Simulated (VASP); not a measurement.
Runs of VASP 6.6.1 on BaO. The structure is that of space group Fm-3m (No. 225), or close to it. The cells are those of the table. 

```tsv
cell	gap on the mesh (eV)	pressure (GPa)
a = 3.889 Å, angles 60.0°, 2 atoms	1.88	(a)
a = 3.369 Å, angles 60.0°, 2 atoms	none	94.7
a = 2.866 Å, angles 60.0°, 2 atoms	none	(b)
a = 2.980 Å, angles 60.0°, 2 atoms	none	356.1
```

Alike in all rows: task single point; level PBEsol; potentials or basis VASP PAW PBE potentials, release 64 (Ba_sv, O); no spin polarisation; k mesh 9 × 9 × 9; cutoff (eV) 600; smearing fermi-dirac 0.03 eV.

Question: Estimate the missing entries.

Answer: (a) 1.4; (b) 505.3.

Caveats: the PAW data sets were made with another functional, which shifts forces and pressure a little; spin-orbit coupling is left out, which moves the levels of the heavy elements.

A k mesh can miss the band edges, and the runs leave out spin-orbit coupling on Ba.

A gap of «none» marks levels without a gap at the run's occupations.
